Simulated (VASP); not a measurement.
# CaTl2Sb2 (P-3m1) in VASP: single point with PBE

Aim: the single point of CaTl2Sb2 with PBE.

Everything below comes from runs of VASP 6.6.1. Logs are shortened: lines on timing, memory, paths and dates and some standing lists are left out, and cuts for length are marked.

## (1) The cell of the first run

The structure is trigonal, space group P-3m1 (No. 164). The conventional cell has a = 5.200 Å, b = 5.200 Å, c = 7.148 Å, α = 90.00°, β = 90.00°, γ = 120.00°. Within 4.2 Å of Tl (site symmetry 3m) lie 5 Sb at 3.22 to 3.93 Å and 3 Tl at 3.64 Å and 3 Ca at 3.93 Å. Ca (site symmetry -3m) has 6 Sb at 3.31 Å and 6 Tl at 3.93 Å within 4.3 Å. Sb (site symmetry 3m) has 5 Tl at 3.22 to 3.93 Å and 3 Ca at 3.31 Å and 3 Sb at 4.08 Å within 4.2 Å.

## (2) Single point, PBE

Input file INCAR:

```
  PREC = Accurate
  ENCUT = 520
  EDIFF = 1E-7
  ISMEAR = -1
  SIGMA = 0.0168
  LREAL = F
  LASPH = T
  NELM = 100
  ALGO = Normal
  ISIF = 2
  LWAVE = F
  LCHARG = F
  GGA = PE
  NBANDS = 31
```

Input file KPOINTS:

```
Automatic mesh
0
Gamma
  6 6 4
```

Input file POSCAR:

```
CaTl2Sb2
1.0
    5.1999703413      0.0000000000      0.0000000000
   -2.5999851706      4.5033064145      0.0000000000
    0.0000000000      0.0000000000      7.1478840318
Tl Ca Sb
2 1 2
Direct
    0.3333333333      0.6666666667      0.6444425731
    0.6666666667      0.3333333333      0.3555574269
    0.0000000000      0.0000000000      0.0000000000
    0.3333333333      0.6666666667      0.1936514918
    0.6666666667      0.3333333333      0.8063485082
```

Potentials or basis: VASP PAW PBE potentials, release 64 (Tl_d, Ca_sv, Sb).

The run is started by

```console
$ cat potpaw_PBE.64/Tl_d/POTCAR potpaw_PBE.64/Ca_sv/POTCAR potpaw_PBE.64/Sb/POTCAR > POTCAR
$ mpirun -np 1 vasp_std > vasp.out
```

OUTCAR:

```text
PREC = Accurate
   ENCUT = 520
   EDIFF = 1E-7
   ISMEAR = -1
   LREAL = F
   LASPH = T
   NELM = 100
   ISIF = 2
   GGA = PE

 ion  position               nearest neighbor table
   1  0.333  0.667  0.644-   5 3.22   5 3.22   5 3.22   4 3.22   2 3.64   2 3.64   2 3.64   4 3.93

   2  0.667  0.333  0.356-   4 3.22   4 3.22   4 3.22   5 3.22   1 3.64   1 3.64   1 3.64   5 3.93

   3  0.000  0.000  0.000-   4 3.31   5 3.31   4 3.31   5 3.31   5 3.31   4 3.31
   4  0.333  0.667  0.194-   2 3.22   2 3.22   2 3.22   1 3.22   3 3.31   3 3.31   3 3.31   1 3.93

   5  0.667  0.333  0.806-   1 3.22   1 3.22   1 3.22   2 3.22   3 3.31   3 3.31   3 3.31   2 3.93

  LATTYP: Found a hexagonal cell.
 ALAT       =     5.1999703413
 C/A-ratio  =     1.3746009232

  Lattice vectors:

 A1 = (   5.1999703413,   0.0000000000,   0.0000000000)
 A2 = (  -2.5999851706,   4.5033064145,   0.0000000000)
 A3 = (   0.0000000000,   0.0000000000,   7.1478840318)

Analysis of symmetry for initial positions (statically):
=====================================================================
 Subroutine PRICEL returns:
 Original cell was already a primitive cell.

 Routine SETGRP: Setting up the symmetry group for a
 hexagonal supercell.

 Subroutine GETGRP returns: Found 12 space group operations
 (whereof 12 operations were pure point group operations)
 out of a pool of 24 trial point group operations.

The static configuration has the point symmetry D_3d.

Analysis of symmetry for dynamics (positions and initial velocities):
=====================================================================
 Subroutine PRICEL returns:
 Original cell was already a primitive cell.

 Routine SETGRP: Setting up the symmetry group for a
 hexagonal supercell.

 Subroutine GETGRP returns: Found 12 space group operations
 (whereof 12 operations were pure point group operations)
 out of a pool of 24 trial point group operations.

The dynamic configuration has the point symmetry D_3d.

 Subroutine INISYM returns: Found 12 space group operations
 (whereof 12 operations are pure point group operations),
 and found     1 'primitive' translations

----------------------------------------------------------------------------------------

                                     Primitive cell

  volume of cell :     167.3824

  direct lattice vectors                    reciprocal lattice vectors
     5.199970341  0.000000000  0.000000000     0.192308789  0.111029531  0.000000000
    -2.599985171  4.503306414  0.000000000     0.000000000  0.222059062  0.000000000
     0.000000000  0.000000000  7.147884032     0.000000000  0.000000000  0.139901542

  length of vectors
     5.199970341  5.199970341  7.147884032     0.222059062  0.222059062  0.139901542

  position of ions in fractional coordinates (direct lattice)
     0.333333333  0.666666667  0.644442573
     0.666666667  0.333333333  0.355557427
     0.000000000  0.000000000  0.000000000
     0.333333333  0.666666667  0.193651492
     0.666666667  0.333333333  0.806348508

  ion indices of the primitive-cell ions
   primitive index   ion index
                 1           1
                 2           2
                 3           3
                 4           4
                 5           5

----------------------------------------------------------------------------------------

 KPOINTS: Automatic mesh

Automatic generation of k-mesh.
 Grid dimensions read from file:
 generate k-points for:    6    6    4

 Generating k-lattice:

  Cartesian coordinates                     Fractional coordinates (reciprocal lattice)
     0.032051465  0.018504922  0.000000000     0.166666667  0.000000000  0.000000000
     0.000000000  0.037009844  0.000000000     0.000000000  0.166666667  0.000000000
     0.000000000  0.000000000  0.034975386     0.000000000  0.000000000  0.250000000

  Length of vectors
     0.037009844  0.037009844  0.034975386

  Shift w.r.t. Gamma in fractional coordinates (k-lattice)
     0.000000000  0.000000000  0.000000000

 Subroutine IBZKPT returns following result:
 ===========================================

 Found     24 irreducible k-points:

 Following reciprocal coordinates:
            Coordinates               Weight
  0.000000  0.000000  0.000000      1.000000
  0.166667  0.000000  0.000000      6.000000
  0.333333 -0.000000  0.000000      6.000000
  0.500000 -0.000000  0.000000      3.000000
  0.166667  0.166667  0.000000      6.000000
  0.333333  0.166667  0.000000     12.000000
[... 16 lines left out ...]
  0.333333  0.166667  0.500000     12.000000
  0.333333  0.333333  0.500000      2.000000
   k-points           NKPTS =     24   k-points in BZ     NKDIM =     24   number of bands    NBANDS=     31
   number of dos      NEDOS =    301   number of ions     NIONS =      5
   total plane-waves  NPLWV =  86400
   dimension x,y,z NGX =    40 NGY =   40 NGZ =   54
   dimension x,y,z NGXF=    80 NGYF=   80 NGZF=  108
   ions per type =               2   1   2
   NGX,Y,Z   is equivalent  to a cutoff of  12.79, 12.79, 12.56 a.u.
   NGXF,Y,Z  is equivalent  to a cutoff of  25.58, 25.58, 25.12 a.u.
 SYSTEM =  unknown system
   PREC   = accura    normal or accurate (medium, high low for compatibility)
   ISTART =      0    job   : 0-new  1-cont  2-samecut
   ICHARG =      2    charge: 1-file 2-atom 10-const
   ISPIN  =      1    spin polarized calculation?
   LNONCOLLINEAR =      F non collinear calculations
   LSORBIT =      F    spin-orbit coupling
   LASPH  =      T    aspherical Exc in radial PAW
   ENCUT  =  520.0 eV  38.22 Ry    6.18 a.u.   9.67  9.67 13.29*2*pi/ulx,y,z
   NELM   =    100;   NELMIN=  2; NELMDL= -5     # of ELM steps
   EDIFF  = 0.1E-06   stopping-criterion for ELM
   LREAL  =      F    real-space projection
   EDIFFG = 0.1E-05   stopping-criterion for IOM
   NSW    =      0    number of steps for IOM
   IBRION =     -1    ionic relax: 0-MD 1-quasi-New 2-CG
   NFREE  =      0    steps in history (QN), initial steepest desc. (CG)
   ISIF   =      2    stress and relaxation
   ISYM   =      2    0-nonsym 1-usesym 2-fastsym
   POTIM  = 0.5000    time-step for ionic-motion
   TEBEG  =    0.0;   TEEND  =   0.0 temperature during run
   PSTRESS=    0.0 pullay stress
   NELECT =      46.0000    total number of electrons
   NUPDOWN=      -1.0000    fix difference up-down
   EMIN   =  10.00;   EMAX   =-10.00  energy-range for DOS
   EFERMI =   0.00;   METHOD = LEGACY
   ISMEAR =    -1;   SIGMA  =   0.02  broadening in eV -4-tet -1-fermi 0-gaus
   EFERMI_NEDOS =   21; number of points for ismear=-14 and -15
   IALGO  =     38    algorithm
   IMIX   =      4    mixing-type and parameters
     AMIX     =   0.40;   BMIX     =  1.00
     AMIX_MAG =   1.60;   BMIX_MAG =  1.00
  volume/ion in A,a.u.               =      33.48       225.91
  Fermi-wavevector in a.u.,A,eV,Ry     =   1.064366  2.011359 15.413688  1.132874
  Thomas-Fermi vector in A             =   2.199882
   LORBIT       =      0    0 simple, 1 ext, 2 COOP (PROOUT), +10 PAW based schemes
   GGA     = PE    functional components
   LHFCALC =     F    Hartree Fock is set to
   AEXX    =    0.0000 exact exchange contribution
   IVDW    =     0    specifies the selected vdW correction
   LEPSILON=     F    determine dielectric tensor
   LRPA    =     F    only Hartree local field effects (RPA)
 non-spin polarized calculation
  energy-cutoff  :      520.00
  volume of cell :      167.38
 maximum number of plane-waves:      4545
 NGX is ok and might be reduce to    40
   NGX = 19   NGY = 19   NGZ = 27

 number of electron      45.9999991 magnetization

 Free energy of the ion-electron system (eV)
  ---------------------------------------------------
  ext. energy  EPLUGINS =         0.00000000
  ---------------------------------------------------
  free energy    TOTEN  =       -16.10327317 eV

  energy without entropy =      -16.10324427  energy(sigma->0) =      -16.10325872

 E-fermi :   4.8396     XC(G=0):  -8.9635

 val. band max:        4.7388803479   @ k =   0.5000  -0.0000   0.5000
 cond. band min:       4.9627623857   @ k =   0.1667   0.0000   0.0000
 fundamental gap:      0.2238820377
 Fermi energy:         4.8395629497

 k-point     1 :       0.0000    0.0000    0.0000
  band No.  band energies     occupation
      1     -36.7878      2.00000
      2     -17.8309      2.00000
      3     -17.7753      2.00000
      4     -17.7753      2.00000
      5      -6.5938      2.00000
      6      -6.5255      2.00000
[... 23 lines left out ...]
     30       7.7401      0.00000
     31       7.7401      0.00000

 k-point     2 :       0.1667    0.0000    0.0000
  band No.  band energies     occupation
      1     -36.7877      2.00000
      2     -17.8305      2.00000
      3     -17.7774      2.00000
      4     -17.7757      2.00000
      5      -6.5928      2.00000
      6      -6.5221      2.00000
[... 23 lines left out ...]
     30       8.2566      0.00000
     31       8.3198      0.00000

 k-point     3 :       0.3333   -0.0000    0.0000
  band No.  band energies     occupation
      1     -36.7876      2.00000
      2     -17.8297      2.00000
      3     -17.7817      2.00000
      4     -17.7766      2.00000
      5      -6.6049      2.00000
      6      -6.5245      2.00000
[... 23 lines left out ...]
     30       8.5058      0.00000
     31       8.8256      0.00000

 k-point     4 :       0.5000   -0.0000    0.0000
  band No.  band energies     occupation
      1     -36.7876      2.00000
      2     -17.8294      2.00000
      3     -17.7839      2.00000
      4     -17.7771      2.00000
      5      -6.6167      2.00000
      6      -6.5217      2.00000
[... 635 lines left out ...]
     30       7.9347      0.00000
     31       8.4121      0.00000

 k-point    23 :       0.3333    0.1667    0.5000
  band No.  band energies     occupation
      1     -36.7876      2.00000
      2     -17.8294      2.00000
      3     -17.7827      2.00000
      4     -17.7782      2.00000
      5      -6.5777      2.00000
      6      -6.5207      2.00000
[... 23 lines left out ...]
     30       8.2855      0.00000
     31       9.1623      0.00000

 k-point    24 :       0.3333    0.3333    0.5000
  band No.  band energies     occupation
      1     -36.7876      2.00000
      2     -17.8292      2.00000
      3     -17.7811      2.00000
      4     -17.7811      2.00000
      5      -6.5496      2.00000
      6      -6.5496      2.00000
[... 23 lines left out ...]
     30       8.1915      0.00000
     31       9.2455      0.00000

------------------------ aborting loop because EDIFF is reached ----------------------------------------

  FORCE on cell =-STRESS in cart. coord.  units (eV):
  Direction    XX          YY          ZZ          XY          YZ          ZX
  --------------------------------------------------------------------------------------
  -------------------------------------------------------------------------------------
  Total        0.0202422      0.0202422     -0.0538597      0.0000000      0.0000000     -0.0000000
  in kB        0.1937570      0.1937570     -0.5155431      0.0000000      0.0000000     -0.0000000
  external PRESSURE =      -0.0426763 kB  Pullay stress =       0.0000000 kB

 VOLUME and BASIS-vectors are now :
 -----------------------------------------------------------------------------
  energy-cutoff  :      520.00
  volume of cell :      167.38
      direct lattice vectors                 reciprocal lattice vectors
     5.199970341  0.000000000  0.000000000     0.192308789  0.111029531  0.000000000
    -2.599985171  4.503306414  0.000000000     0.000000000  0.222059062  0.000000000
     0.000000000  0.000000000  7.147884032     0.000000000  0.000000000  0.139901542

 POSITION                                       TOTAL-FORCE (eV/Angst)
 -----------------------------------------------------------------------------------
     -0.00000      3.00220      4.60640        -0.000000      0.000000      0.000039
      2.59999      1.50110      2.54148         0.000000      0.000000     -0.000039
      0.00000      0.00000      0.00000         0.000000      0.000000      0.000000
     -0.00000      3.00220      1.38420         0.000000     -0.000000      0.002676
      2.59999      1.50110      5.76369         0.000000      0.000000     -0.002676
 -----------------------------------------------------------------------------------
    total drift:                               -0.000000     -0.000000     -0.000000

  FREE ENERGIE OF THE ION-ELECTRON SYSTEM (eV)
  ---------------------------------------------------
  free  energy   TOTEN  =       -16.1032731724 eV

  energy  without entropy=      -16.1032442710  energy(sigma->0) =      -16.10325872
```

Run time: 83 s. Hardware: 1 thread of Intel Xeon Platinum 8559C (Emerald Rapids), shared host; peak memory 0.35 GiB.

What came out:

```
Free energy            : -16.1033 eV
Pressure               : 0.0 GPa
Band gap on the k mesh : zero (band 23 reaches 5.46 eV, above the bottom of band 24 at 4.65 eV)
```

Forces on the atoms (eV/Å):
```
Tl   0.000  0.000  0.000
Tl   0.000  0.000  0.000
Ca   0.000  0.000  0.000
Sb   0.000  0.000  0.003
Sb   0.000  0.000 -0.003
```

Caveat: spin-orbit coupling is left out, which moves the levels of the heavy elements.
